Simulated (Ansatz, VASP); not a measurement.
**One calculation of MgO, two programs**

```
Mg O
1.0
     0.02102    2.12319    2.12319
     2.12319    0.02102    2.12319
     2.12319    2.12319    0.02102
Mg O
1 1
Direct
  0.00000 0.00000 0.00000
  0.50000 0.50000 0.50000
```

Change from the starting cell: shear_111 strain +1.5%.

Alike in both runs: task single point; functional PBE; k mesh 10 × 10 × 10; occupations fermi-dirac, width 0.02 eV; no spin polarisation.

```csv
,VASP,Ansatz
version,VASP 6.6.1,Ansatz 0.2.0
potentials or method,"VASP PAW PBE potentials, release 64 (Mg, O)","plane waves, PAW"
plane-wave cutoff (eV),520,420
valence electrons in the cell,8,16
```

|  | VASP | Ansatz | Ansatz less VASP |
| --- | --- | --- | --- |
| gap on the k mesh at the Fermi level (eV) | 4.59 | 4.61 | +0.017 |
| pressure (GPa) | 2.4 | 3.1 | +0.73 |
| traceless stress, the component that is largest in VASP (GPa) | -1.48 | -1.47 | +0.012 |

VASP's potentials hold 8 valence electrons a cell and Ansatz's 16, so a difference there can come from the potentials and not from the codes.
